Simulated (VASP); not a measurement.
Set up this calculation in VASP 6.6.1, as the native input.

```yaml
Task: single point
Functional: PBE
Potentials_or_basis: VASP PAW PBE potentials, release 64 (Be)
Cutoff: 520 eV
k_mesh: 24 × 24 × 14
Occupations: gaussian, width 0.15 eV
Spin: no spin polarisation
Dipole_correction: no
Further_INCAR_settings: ALGO = Normal; EDIFF = 1e-07; NBANDS = 9
```

The structure of Be lies in POSCAR:

```
Be
1.0
    2.2420144353      0.0000000000      0.0000000000
   -1.1210072177      1.9416414566      0.0000000000
    0.0000000000      0.0000000000      3.6909225000
Be
2
Direct
    0.3333333333      0.6666666667      0.2500000000
    0.6666666667      0.3333333333      0.7500000000
```

This cell differs from its parent crystal: strain -0.025 along x and y, +0.025 along z.

One way to write it, as run:

INCAR

```
SYSTEM = Be
ALGO = Normal ; EDIFF = 1E-7
ENCUT = 520 ; GGA = PE
ISIF = 2 ; ISMEAR = 0
LASPH = .True. ; LCHARG = .False.
LREAL = .False. ; LWAVE = .False.
NBANDS = 9 ; NELM = 100
PREC = Accurate ; SIGMA = 0.15
```

KPOINTS

```
k-points
0
Gamma
  24 24 14
  0 0 0
```

Potentials or basis: VASP PAW PBE potentials, release 64 (Be).

Run with:

```sh
$ cat potpaw_PBE.64/Be/POTCAR > POTCAR
$ mpirun -np 1 vasp_std > vasp.out
```

It gave:

| Item | Value |
| --- | --- |
| Pressure | -2.0 GPa |
| Band gap on the k mesh | zero (band 2 reaches 7.81 eV, above the bottom of band 3 at 6.05 eV) |

Caveat: the cell differs from its parent crystal (strain -0.025 along x and y, +0.025 along z).

Run time: 22 s on 1 thread of Intel(R) Xeon(R) 6975P-C (Granite Rapids), with other jobs on the host, peak memory 0.17 GiB.
